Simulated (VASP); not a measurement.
# Bi2O4H2 in VASP: a series of runs

Bi2O4H2 is run at these levels: PBE; tasks: single point.

Program: VASP 6.6.1. These are calculated values, not measurements. Logs are shortened: lines on timing, memory, paths and dates and some standing lists are left out, and cuts for length are marked.

**1. The cell of the first run**

The cell holds a molecule in a box, 8 atoms: a = 11.890 Å, b = 11.460 Å, c = 13.380 Å, α = 90.00°, β = 90.00°, γ = 90.00°.

**2. Single point, PBE, non-collinear spin, zero start, spin-orbit coupling**

Contents of INCAR:

```
PREC     = Accurate       # precision mode
ENCUT    = 520            # plane-wave cutoff, eV
EDIFF    = 1E-7           # SCF threshold, eV
ISMEAR   = 0              # smearing method
SIGMA    = 0.01           # smearing width, eV
LREAL    = False          # projectors in reciprocal space
LASPH    = True           # aspherical terms in the spheres
NELM     = 150            # most SCF steps
ALGO     = Normal         # electronic algorithm
ISIF     = 2              # what is computed and relaxed
LWAVE    = False          # write WAVECAR
LCHARG   = False          # write CHGCAR
MAGMOM   = 0 0 0 0 0 0 0 0 0 0 0 0 0 0 0 0 0 0 0 0 0 0 0 0 # initial moments
LORBIT   = 11             # projections on sites
LSORBIT  = True           # spin-orbit coupling
GGA_COMPAT= False        
LORBMOM  = True         
GGA      = PE             # functional
NBANDS   = 74             # bands
```

Contents of KPOINTS:

```
Automatic mesh
0
Gamma
  1 1 1
```

Contents of POSCAR:

```
BiHO2
1.0
   11.8900000000      0.0000000000      0.0000000000
    0.0000000000     11.4600000000      0.0000000000
    0.0000000000      0.0000000000     13.3800000000
Bi O H
2 4 2
Direct
    0.4228334700      0.5023970300      0.6213542600
    0.4228334700      0.5023970300      0.3784065800
    0.4762127800      0.6076771400      0.4998804200
    0.3784693000      0.3926701600      0.4998804200
    0.5764743500      0.4271055800      0.6634379700
    0.5764743500      0.4271055800      0.3363228700
    0.6214751900      0.4036570700      0.6064529100
    0.6214751900      0.4036570700      0.3933079200
```

Potentials or basis: VASP PAW PBE potentials, release 64 (Bi_d, O, H).

The run is started by

```console
> cat potpaw_PBE.64/Bi_d/POTCAR potpaw_PBE.64/O/POTCAR potpaw_PBE.64/H/POTCAR > POTCAR
> mpirun -np 1 vasp_ncl > vasp.out
```

OUTCAR:

```text
PREC = Accurate
   ENCUT = 520
   EDIFF = 1E-7
   ISMEAR = 0
   LREAL = False
   LASPH = True
   NELM = 150
   ISIF = 2
   LORBIT = 11
   LSORBIT = True
   GGA = PE

 ion  position               nearest neighbor table
   1  0.423  0.502  0.621-   5 2.10   3 2.12   4 2.12   2 3.25
   2  0.423  0.502  0.378-   6 2.10   3 2.12   4 2.12   1 3.25
   3  0.476  0.608  0.500-   1 2.12   2 2.12
   4  0.378  0.393  0.500-   1 2.12   2 2.12
   5  0.576  0.427  0.663-   7 0.97   1 2.10
   6  0.576  0.427  0.336-   8 0.97   2 2.10
   7  0.621  0.404  0.606-   5 0.97
   8  0.621  0.404  0.393-   6 0.97

  LATTYP: Found a simple orthorhombic cell.
 ALAT       =    11.4600000000
 B/A-ratio  =     1.0375218150
 C/A-ratio  =     1.1675392670

  Lattice vectors:

 A1 = (   0.0000000000, -11.4600000000,   0.0000000000)
 A2 = (  11.8900000000,   0.0000000000,   0.0000000000)
 A3 = (   0.0000000000,   0.0000000000,  13.3800000000)

Analysis of symmetry for initial positions (statically):
=====================================================================
 Subroutine PRICEL returns:
 Original cell was already a primitive cell.

 Routine SETGRP: Setting up the symmetry group for a
 simple orthorhombic supercell.

 Subroutine GETGRP returns: Found  2 space group operations
 (whereof  1 operations were pure point group operations)
 out of a pool of  8 trial point group operations.

The static configuration has the point symmetry C_1 .
 The point group associated with its full space group is C_1h.

Analysis of symmetry for dynamics (positions and initial velocities):
=====================================================================
 Subroutine PRICEL returns:
 Original cell was already a primitive cell.

 Routine SETGRP: Setting up the symmetry group for a
 simple orthorhombic supercell.

 Subroutine GETGRP returns: Found  2 space group operations
 (whereof  1 operations were pure point group operations)
 out of a pool of  8 trial point group operations.

The dynamic configuration has the point symmetry C_1 .
 The point group associated with its full space group is C_1h.

Analysis of structural, dynamic, and magnetic symmetry:
=====================================================================
 Subroutine PRICEL returns:
 Original cell was already a primitive cell.

 Routine SETGRP: Setting up the symmetry group for a
 simple orthorhombic supercell.

 Subroutine GETGRP returns: Found  2 space group operations
 (whereof  1 operations were pure point group operations)
 out of a pool of  8 trial point group operations.

The overall configuration has the point symmetry C_1 .
 The point group associated with its full space group is C_1h.

 Subroutine INISYM returns: Found  2 space group operations
 (whereof  1 operations are pure point group operations),
 and found     1 'primitive' translations

----------------------------------------------------------------------------------------

                                     Primitive cell

  volume of cell :    1823.1508

  direct lattice vectors                    reciprocal lattice vectors
    11.890000000  0.000000000  0.000000000     0.084104289  0.000000000  0.000000000
     0.000000000 11.460000000  0.000000000     0.000000000  0.087260035  0.000000000
     0.000000000  0.000000000 13.380000000     0.000000000  0.000000000  0.074738416

  length of vectors
    11.890000000 11.460000000 13.380000000     0.084104289  0.087260035  0.074738416

  position of ions in fractional coordinates (direct lattice)
     0.422833470  0.502397030  0.621354260
     0.422833470  0.502397030  0.378406580
     0.476212780  0.607677140  0.499880420
     0.378469300  0.392670160  0.499880420
     0.576474350  0.427105580  0.663437970
     0.576474350  0.427105580  0.336322870
     0.621475190  0.403657070  0.606452910
     0.621475190  0.403657070  0.393307920

  ion indices of the primitive-cell ions
   primitive index   ion index
                 1           1
                 2           2
                 3           3
                 4           4
                 5           5
                 6           6
                 7           7
                 8           8

----------------------------------------------------------------------------------------

 KPOINTS: Automatic mesh

Automatic generation of k-mesh.
 Grid dimensions read from file:
 generate k-points for:    1    1    1
[... 95 lines left out ...]

 val. band max:       -5.8816660958   @ k =   0.0000   0.0000   0.0000
 cond. band min:      -2.5699929187   @ k =   0.0000   0.0000   0.0000
 fundamental gap:      3.3116731772
 Fermi energy:        -5.7539795724

 k-point     1 :       0.0000    0.0000    0.0000
  band No.  band energies     occupation
      1     -28.9506      1.00000
      2     -28.9506      1.00000
      3     -28.9152      1.00000
      4     -28.9152      1.00000
      5     -28.8654      1.00000
      6     -28.8654      1.00000
[... 60 lines left out ...]
     67      -0.3401      0.00000
     68      -0.3401      0.00000
 [bands above 68 left out]

------------------------ aborting loop because EDIFF is reached ----------------------------------------

  FORCE on cell =-STRESS in cart. coord.  units (eV):
  Direction    XX          YY          ZZ          XY          YZ          ZX
  --------------------------------------------------------------------------------------
  -------------------------------------------------------------------------------------
  Total       -0.3935753     -0.1429940     -1.1503821      0.1191558      0.0000000      0.0000000
  in kB       -0.3458723     -0.1256626     -1.0109510      0.1047136      0.0000000      0.0000000
  external PRESSURE =      -0.4941620 kB  Pullay stress =       0.0000000 kB

 VOLUME and BASIS-vectors are now :
 -----------------------------------------------------------------------------
  energy-cutoff  :      520.00
  volume of cell :     1823.15
      direct lattice vectors                 reciprocal lattice vectors
    11.890000000  0.000000000  0.000000000     0.084104289  0.000000000  0.000000000
     0.000000000 11.460000000  0.000000000     0.000000000  0.087260035  0.000000000
     0.000000000  0.000000000 13.380000000     0.000000000  0.000000000  0.074738416

 POSITION                                       TOTAL-FORCE (eV/Angst)
 -----------------------------------------------------------------------------------
      5.02749      5.75747      8.31372         0.085636     -0.034881     -0.446619
      5.02749      5.75747      5.06308         0.085636     -0.034881      0.446619
      5.66217      6.96398      6.68840         0.019113      0.012932      0.000000
      4.50000      4.50000      6.68840        -0.002649     -0.028774      0.000000
      6.85428      4.89463      8.87680        -0.202990      0.099914      0.256901
      6.85428      4.89463      4.50000        -0.202990      0.099914     -0.256901
      7.38934      4.62591      8.11434         0.109122     -0.057111     -0.245512
      7.38934      4.62591      5.26246         0.109122     -0.057111      0.245512
 -----------------------------------------------------------------------------------
    total drift:                               -0.002131      0.000602      0.000021

  FREE ENERGIE OF THE ION-ELECTRON SYSTEM (eV)
  ---------------------------------------------------
  free  energy   TOTEN  =       -42.4528234863 eV

  energy  without entropy=      -42.4528234863  energy(sigma->0) =      -42.45282349

 orbital moment (x)

 # of ion     p       d       tot
 ----------------------------------------
  1         0.000   0.000   0.000
  2        -0.000  -0.000  -0.000
  3         0.000   0.000   0.000
  4         0.000   0.000   0.000
  5         0.000   0.000   0.000
  6        -0.000   0.000  -0.000
  7        -0.000   0.000  -0.000
  8         0.000   0.000   0.000
 ----------------------------------------
            0.000   0.000   0.000

 orbital moment (y)

 # of ion     p       d       tot
 ----------------------------------------
  1         0.000   0.000   0.000
  2        -0.000  -0.000  -0.000
  3         0.000   0.000   0.000
  4         0.000   0.000   0.000
  5         0.000   0.000   0.000
  6        -0.000   0.000  -0.000
  7        -0.000   0.000  -0.000
  8         0.000   0.000   0.000
 ----------------------------------------
            0.000   0.000   0.000

 orbital moment (z)

 # of ion     p       d       tot
 ----------------------------------------
  1        -0.000   0.000   0.000
  2        -0.000   0.000   0.000
  3         0.000   0.000   0.000
  4        -0.000   0.000  -0.000
  5         0.000   0.000   0.000
  6         0.000   0.000   0.000
  7         0.000   0.000   0.000
  8         0.000   0.000   0.000
 ----------------------------------------
           -0.000   0.000   0.000

 Spin-Orbit-Coupling matrix elements

 Ion:    1  E_soc:     -1.1950832
 l=   1
     0.0000000    -0.1372359    -0.1288351
    -0.1372359     0.0000000    -0.1389302
    -0.1288351    -0.1389302     0.0000000
 l=   2
     0.0000000    -0.0130040     0.0000000    -0.0130209    -0.0511504
    -0.0130040     0.0000000    -0.0376433    -0.0130711    -0.0130804
     0.0000000    -0.0376433     0.0000000    -0.0387507     0.0000000
    -0.0130209    -0.0130711    -0.0387507     0.0000000    -0.0128197
    -0.0511504    -0.0130804     0.0000000    -0.0128197     0.0000000
 l=   3
     0.0000000     0.0000000     0.0000000     0.0000000     0.0000000     0.0000000     0.0000000
     0.0000000     0.0000000     0.0000000     0.0000000     0.0000000     0.0000000     0.0000000
     0.0000000     0.0000000     0.0000000     0.0000000     0.0000000     0.0000000     0.0000000
     0.0000000     0.0000000     0.0000000     0.0000000     0.0000000     0.0000000     0.0000000
[... 129 lines left out ...]
 l=   2
     0.0000000     0.0000000     0.0000000     0.0000000     0.0000000
     0.0000000     0.0000000     0.0000000     0.0000000     0.0000000
     0.0000000     0.0000000     0.0000000     0.0000000     0.0000000
     0.0000000     0.0000000     0.0000000     0.0000000     0.0000000
     0.0000000     0.0000000     0.0000000     0.0000000     0.0000000
 l=   3
     0.0000000     0.0000000     0.0000000     0.0000000     0.0000000     0.0000000     0.0000000
     0.0000000     0.0000000     0.0000000     0.0000000     0.0000000     0.0000000     0.0000000
     0.0000000     0.0000000     0.0000000     0.0000000     0.0000000     0.0000000     0.0000000
     0.0000000     0.0000000     0.0000000     0.0000000     0.0000000     0.0000000     0.0000000
     0.0000000     0.0000000     0.0000000     0.0000000     0.0000000     0.0000000     0.0000000
     0.0000000     0.0000000     0.0000000     0.0000000     0.0000000     0.0000000     0.0000000
     0.0000000     0.0000000     0.0000000     0.0000000     0.0000000     0.0000000     0.0000000

 total charge

# of ion       s       p       d       tot
------------------------------------------
    1        1.527   1.157  10.027  12.711
    2        1.527   1.157  10.027  12.711
    3        1.584   3.353   0.000   4.937
    4        1.584   3.353   0.000   4.937
    5        1.574   3.490   0.000   5.064
    6        1.574   3.490   0.000   5.064
    7        0.626   0.124   0.000   0.750
    8        0.626   0.124   0.000   0.750
--------------------------------------------------
tot         10.624  16.247  20.054  46.924

 magnetization (x)

# of ion       s       p       d       tot
------------------------------------------
    1        0.000  -0.000   0.000   0.000
    2       -0.000   0.000  -0.000  -0.000
    3        0.000   0.000   0.000   0.000
    4        0.000   0.000   0.000   0.000
    5       -0.000  -0.000   0.000  -0.000
    6        0.000   0.000   0.000   0.000
    7        0.000   0.000   0.000   0.000
    8       -0.000  -0.000   0.000  -0.000
--------------------------------------------------
tot          0.000   0.000   0.000   0.000

 magnetization (y)

# of ion       s       p       d       tot
------------------------------------------
    1       -0.000  -0.000  -0.000  -0.000
    2        0.000   0.000   0.000   0.000
    3        0.000   0.000   0.000   0.000
    4        0.000   0.000   0.000   0.000
    5        0.000  -0.000   0.000   0.000
    6       -0.000   0.000   0.000  -0.000
    7       -0.000  -0.000   0.000  -0.000
    8        0.000   0.000   0.000   0.000
--------------------------------------------------
tot          0.000   0.000   0.000   0.000

 magnetization (z)

# of ion       s       p       d       tot
------------------------------------------
    1        0.000   0.000  -0.000   0.000
    2        0.000   0.000  -0.000   0.000
    3       -0.000  -0.000   0.000  -0.000
    4        0.000  -0.000   0.000  -0.000
    5        0.000  -0.000   0.000  -0.000
    6        0.000  -0.000   0.000  -0.000
    7       -0.000  -0.000   0.000  -0.000
    8       -0.000  -0.000   0.000  -0.000
--------------------------------------------------
tot          0.000   0.000  -0.000  -0.000
```

It took 54 min on 1 thread of Intel Xeon 8259CL, shared host; peak memory 4.4 GiB.

What came out:

| Property | Result |
| --- | --- |
| Free energy | -42.4528 eV |
| Largest force | 0.456 eV/Å |
| Net moment | 0.00 μB per cell |
| Valence electrons inside the program's atomic spheres | Bi 12.71; O 4.94, 5.06 (each value once); H 0.75 |

Forces in eV/Å, atoms in the order of the input:
```
Bi   0.086 -0.035 -0.447
Bi   0.086 -0.035  0.447
O    0.019  0.013  0.000
O   -0.003 -0.029  0.000
O   -0.203  0.100  0.257
O   -0.203  0.100 -0.257
H    0.109 -0.057 -0.246
H    0.109 -0.057  0.246
```

Moments on the atoms (μB; x, y, z):
```
Bi  0.00 0.00 0.00
Bi  0.00 0.00 0.00
O   0.00 0.00 0.00
O   0.00 0.00 0.00
O   0.00 0.00 0.00
O   0.00 0.00 0.00
H   0.00 0.00 0.00
H   0.00 0.00 0.00
```

**3. Single point, PBE**

Contents of INCAR:

```
SYSTEM = BiHO2
PREC = Accurate
ENCUT = 1000
EDIFF = 1E-6
ISMEAR = 0
SIGMA = 0.01
LREAL = .False.
LASPH = .True.
NELM = 120
ALGO = Normal
ISIF = 2
LWAVE = .False.
LCHARG = .False.
GGA = PE
NBANDS = 38
GGA_COMPAT = .False.
NELMDL = -8
```

Contents of KPOINTS:

```
regular mesh
0
Gamma
  1 1 1
  0 0 0
```

POSCAR is that of step 2.

Potentials or basis: VASP PAW PBE potentials, release 64 (Bi_d, O_h, H_h).

The run is started by

```console
> cat potpaw_PBE.64/Bi_d/POTCAR potpaw_PBE.64/O_h/POTCAR potpaw_PBE.64/H_h/POTCAR > POTCAR
> mpirun -np 1 vasp_gam > vasp.out
```

Run time: 12 min. Hardware: 1 thread of AMD EPYC 7R13 (Zen 3), shared host; peak memory 2.9 GiB.

Results (log left out):

```
Free energy                     : -41.4193 eV
Largest force                   : 0.577 eV/Å
Gap between the frontier levels : 3.46 eV
```

Forces on the atoms (eV/Å):
```
Bi   0.134 -0.057 -0.558
Bi   0.134 -0.057  0.558
O   -0.010 -0.035  0.000
O    0.016  0.023  0.000
O   -0.172  0.083  0.148
O   -0.172  0.083 -0.148
H    0.036 -0.020 -0.141
H    0.036 -0.020  0.141
```

Levels at points of the mesh, in eV from the valence-band top:
```csv
k point,band 24,band 25,band 26,band 27,band 28,band 29,band 30,band 31,band 32,band 33
"(0.00, 0.00, 0.00)",-0.74,-0.55,-0.19,-0.18,0.00,3.46,4.72,4.84,5.16,5.20
```

Caveat: spin-orbit coupling is left out, which moves the levels of the heavy elements.
